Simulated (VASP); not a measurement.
Input of a VASP 6.6.1 run:

File INCAR:

```
SYSTEM = Si3N4
ALGO     = Normal         ! electronic algorithm
EDIFF    = 1E-7           ! SCF threshold, eV
EDIFFG   = -0.005         ! ionic threshold
ENCUT    = 600            ! plane-wave cutoff, eV
GGA      = PE             ! functional
IBRION   = 2              ! ionic algorithm
ISIF     = 3              ! what is computed and relaxed
ISMEAR   = 0              ! smearing method
LASPH    = .TRUE.         ! aspherical terms in the spheres
LCHARG   = .FALSE.        ! write CHGCAR
LREAL    = .FALSE.        ! projectors in reciprocal space
LWAVE    = .FALSE.        ! write WAVECAR
NELM     = 80             ! most SCF steps
NSW      = 100            ! ionic steps
PREC     = Accurate       ! precision mode
SIGMA    = 0.02           ! smearing width, eV
```

File KPOINTS:

```
k-points
0
G
  6 6 6
  0 0 0
```

File POSCAR:

```
Si3N4
1.0
    0.0000000000      3.8937180000      3.8937180000
    3.8937180000      0.0000000000      3.8937180000
    3.8937180000      3.8937180000      0.0000000000
Si N
6 8
Direct
    0.1250000000      0.1250000000      0.6250000000
    0.1250000000      0.6250000000      0.1250000000
    0.6250000000      0.1250000000      0.1250000000
    0.1250000000      0.1250000000      0.1250000000
    0.7500000000      0.7500000000      0.7500000000
    0.5000000000      0.5000000000      0.5000000000
    0.3675630000      0.3675630000      0.3675630000
    0.3526890000      0.8824370000      0.8824370000
    0.8824370000      0.8824370000      0.3526890000
    0.8824370000      0.3526890000      0.8824370000
    0.3675630000      0.3675630000      0.8973110000
    0.3675630000      0.8973110000      0.3675630000
    0.8824370000      0.8824370000      0.8824370000
    0.8973110000      0.3675630000      0.3675630000
```

Potentials or basis: VASP PAW PBE potentials, release 64 (Si, N).

Launch:

```bash
$ cat potpaw_PBE.64/Si/POTCAR potpaw_PBE.64/N/POTCAR > POTCAR
$ mpirun -np 1 vasp_std > vasp.out
```

Task: Predict the space group after relaxing (to 0.1 Å).

Result: Fd-3m (No. 227).

Task: Estimate the band gap on the k mesh.

Result: 3.34 eV (least direct gap 3.38 eV).

Task: What does it give for the relaxed volume?

Result: 8.43 Å³/atom.

Final structure:
```
Si N
1.0
     0.00000    3.89320    3.89320
     3.89320    0.00000    3.89320
     3.89320    3.89320    0.00000
Si N
6 8
Direct
  0.12500 0.12500 0.62500
  0.12500 0.62500 0.12500
  0.62500 0.12500 0.12500
  0.12500 0.12500 0.12500
  0.75000 0.75000 0.75000
  0.50000 0.50000 0.50000
  0.36756 0.36756 0.36756
  0.35267 0.88244 0.88244
  0.88244 0.88244 0.35267
  0.88244 0.35267 0.88244
  0.36756 0.36756 0.89733
  0.36756 0.89733 0.36756
  0.88244 0.88244 0.88244
  0.89733 0.36756 0.36756
```

A k mesh can miss the band edges.
